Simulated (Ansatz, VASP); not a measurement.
# One calculation of SnTe, two programs

Contents of INCAR:

```
PREC = Accurate ; ENCUT = 520
EDIFF = 1E-6 ; ISMEAR = -1
SIGMA = 0.08 ; LREAL = F
LASPH = T ; NELM = 60
ALGO = Normal ; ISIF = 2
LWAVE = F ; LCHARG = F
GGA = PE ; NBANDS = 17
```

Contents of KPOINTS:

```
Automatic mesh
0
Gamma
  11 11 11
```

File POSCAR:

```
SnTe
1.0
    0.0000000000      3.0618050000      3.1565000000
    3.0618050000      0.0000000000      3.1565000000
    3.0618050000      3.0618050000      0.0000000000
Sn Te
1 1
Direct
    0.0000000000      0.0000000000      0.0000000000
    0.5000000000      0.5000000000      0.5000000000
```

Input for Ansatz:

```yaml
crystal:
  lattice:
    - [0.0, 3.061805, 3.1565]
    - [3.061805, 0.0, 3.1565]
    - [3.061805, 3.061805, 0.0]
  atoms:
    - { symbol: Sn, position: [0.0, 0.0, 0.0] }
    - { symbol: Te, position: [0.5, 0.5, 0.5] }
kpoints:
  mp_grid: { grid: [11, 11, 11] }
  band_path:
    path:
      - [0.0, 0.0, 0.0]
      - [0.0, 0.5, 0.5]
      - [0.25, 0.75, 0.5]
      - [0.0, 0.5, 0.0]
      - [0.0, 0.0, 0.0]
      - [0.5, 0.5, 0.0]
      - [0.3676125, 0.6323875, 0.0]
      - [-0.3676125, 0.3676125, 0.0]
      - [0.0, 0.0, 0.0]
    npoints: 5
scf:
  occupations: { method: fermi_dirac, width: 0.08 }
hamiltonian:
  xc: pbe
  pseudopotentials: { kind: all_electron, lapw: { basis_error: 0.00025 } }
output:
  forces: true
  stress: true
  eigenvalues: true
```

Change from the starting cell: equal xx and yy strain of -3 %.

Alike in both runs: task single point; functional PBE; k mesh 11 × 11 × 11; occupations fermi-dirac, width 0.08 eV; no spin polarisation.

|  | VASP | Ansatz |
| --- | --- | --- |
| version | VASP 6.6.1 | Ansatz 0.2.0 |
| potentials or method | VASP PAW PBE potentials, release 64 (Sn_d, Te), cutoff 520 eV | all-electron LAPW, scalar-relativistic |

|  | VASP | Ansatz | Ansatz less VASP |
| --- | --- | --- | --- |
| pressure (GPa) | 5.6 | 5.6 | +0.02 |
| traceless stress, the component that is largest in VASP (GPa) | -3.24 | -3.23 | +0.007 |

Ansatz ran all-electron here, and VASP with PAW potentials.

Spin-orbit coupling is off throughout.
